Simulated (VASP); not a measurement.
A run of VASP 6.6.1 is set up as follows.

The input INCAR:

```
PREC     = Accurate       # precision mode
ENCUT    = 520            # plane-wave cutoff, eV
EDIFF    = 1E-6           # SCF threshold, eV
ISMEAR   = 0              # smearing method
SIGMA    = 0.05           # smearing width, eV
LREAL    = F              # projectors in reciprocal space
LASPH    = T              # aspherical terms in the spheres
NELM     = 150            # most SCF steps
ALGO     = Normal         # electronic algorithm
ISIF     = 2              # what is computed and relaxed
LWAVE    = F              # write WAVECAR
LCHARG   = F              # write CHGCAR
ISPIN    = 2              # spin polarisation
MAGMOM   = 1 0            # initial moments
LORBIT   = 11             # projections on sites
LMAXMIX  = 4              # l up to which the mixer works
GGA      = CA             # functional
NBANDS   = 21             # bands
```

Contents of KPOINTS:

```
regular mesh
0
Gamma
  6 6 6
```

Contents of POSCAR:

```
RuSe
1.0
    0.0000000000      2.6776164100      2.6776164100
    2.6776164100      0.0000000000      2.6776164100
    2.6776164100      2.6776164100      0.0000000000
Ru Se
1 1
Direct
    0.5000000000      0.5000000000      0.5000000000
    0.0000000000      0.0000000000      0.0000000000
```

Potentials or basis: VASP PAW LDA potentials, release 64 (Ru_pv, Se).

The run is started by

```console
$ cat potpaw_LDA.64/Ru_pv/POTCAR potpaw_LDA.64/Se/POTCAR > POTCAR
$ mpirun -np 1 vasp_std > vasp.out
```

(1) Estimate the net moment.

(2) Predict the site moments.

(3) What does it give for the pressure?

Results:

(1) 1.13 μB per cell.

(2) Ru +0.98; Se +0.05 μB.

(3) -19.0 GPa.

Caveat: the cell stands under tension; an empty level that is flat over the whole mesh can mark a ghost state of the potentials, or a narrow d or f band.
